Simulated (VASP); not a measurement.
Runs of VASP 6.6.1 on Ta4C3. The structure is that of space group P4/mmm (No. 123), or close to it. The cells are those of the table. 

| cell | gap on the mesh (eV) | pressure (GPa) |
| --- | --- | --- |
| a = 4.403, b = 4.403, c = 4.050 Å, 7 atoms | none | 36.4 |
| a = 4.050, b = 4.050, c = 4.755 Å, 7 atoms | none | (a) |
| a = 4.050, b = 4.050, c = 4.579 Å, 7 atoms | none | 64.1 |
| a = 4.226, b = 4.226, c = 4.755 Å, 7 atoms | none | 10.0 |
| a = 4.226, b = 4.226, c = 4.579 Å, 7 atoms | none | (b) |

Alike in all rows: task single point; level PBEsol; potentials or basis VASP PAW PBE potentials, release 64 (Ta_pv, C); no spin polarisation; k mesh 10 × 10 × 10; cutoff (eV) 520; smearing gaussian 0.15 eV.

Q: Fill in the values left out.

A: (a) 52.1; (b) 19.3.

Caveats: the cell stands under pressure; the PAW data sets were made with another functional, which shifts forces and pressure a little; spin-orbit coupling is left out, which moves the levels of the heavy elements.

A k mesh can miss the band edges, and the runs leave out spin-orbit coupling on Ta.

A gap of «none» marks levels without a gap at the run's occupations.
